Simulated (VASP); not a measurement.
Input of a VASP 6.6.1 run:

The input INCAR:

```
SYSTEM = Be12Al
PREC = Accurate ; ENCUT = 520
EDIFF = 1E-6 ; ISMEAR = -1
SIGMA = 0.05 ; LREAL = .False.
LASPH = .True. ; NELM = 80
ALGO = Normal ; ISIF = 2
LWAVE = .False. ; LCHARG = .False.
GGA = PE ; NBANDS = 26
```

KPOINTS

```
Automatic mesh
0
Gamma
  3 3 1
  0 0 0
```

The input POSCAR:

```
Be12Al
1.0
    4.5800000000      0.0000000000      0.0000000000
    2.2900000000      3.9663960000      0.0000000000
    0.0000000000      0.0000000000     16.5884300000
Be Al
12 1
Direct
    0.0000000000      0.0000000000      0.0602830000
    0.5000000000      0.0000000000      0.0602830000
    0.0000000000      0.5000000000      0.0602830000
    0.5000000000      0.5000000000      0.0602830000
   -0.1665784821      0.3325405919      0.1684140004
    0.3334250189      0.3332177673      0.1684848675
   -0.1666003053      0.8334092826      0.1685280191
    0.3331664956      0.8333124513      0.1685704078
    0.0007300225     -0.0015301899      0.2763743845
    0.5000524761      0.0000944692      0.2812243294
    0.0002151622      0.5000199032      0.2755870093
    0.4992454465      0.5002423973      0.2759357307
    0.1674556441      0.6533390197      0.4112685953
```

Potentials or basis: VASP PAW PBE potentials, release 64 (Be, Al).

Run with:

```sh
$ cat potpaw_PBE.64/Be/POTCAR potpaw_PBE.64/Al/POTCAR > POTCAR
$ mpirun -np 1 vasp_std > vasp.out
```

**Question.** Predict the largest force.

**Answer.** 0.080 eV/Å.

Forces on the atoms (eV/Å):
```
Be   0.000 -0.057  0.007
Be  -0.001 -0.001 -0.020
Be   0.045  0.025  0.004
Be  -0.047  0.026  0.005
Be   0.003  0.008  0.003
Be   0.000  0.006  0.006
Be   0.004 -0.005  0.008
Be  -0.003 -0.005  0.009
Be  -0.001 -0.003  0.009
Be  -0.002 -0.003  0.026
Be   0.008  0.003  0.012
Be  -0.007  0.002  0.012
Al   0.002  0.004 -0.080
```

Caveat: the k points lie up to 0.53 Å⁻¹ apart.
